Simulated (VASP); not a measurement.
Runs of VASP 6.6.1 on KCl. The structure is that of space group Fm-3m (No. 225), or close to it. The cells are those of the table. 

```csv
task,cell,cutoff (eV),gap on the mesh (eV),pressure (GPa)
electric field gradients,"a = 4.522 Å, angles 60.0°, 2 atoms",400,5.02,(c)
single point,"a = 4.397 Å, angles 62.0°, 2 atoms",520,5.09,(b)
electric field gradients,"a = 4.403 Å, angles 60.0°, 2 atoms",400,(a),1.5
single point,"a = 4.499, b = 4.499, c = 4.398 Å, angles 60.7, 60.7, 58.5°, 2 atoms",520,5.14,0.7
```

Alike in all rows: level PBE; potentials or basis VASP PAW PBE potentials, release 64 (K_sv, Cl); no spin polarisation; k mesh 7 × 7 × 7; smearing fermi-dirac 0.03 eV.

Q: Estimate the missing entries.

A: (a) 5.30; (b) 0.6; (c) -0.1.

Caveats: an odd mesh through Γ misses points on the zone boundary, where band edges can lie.
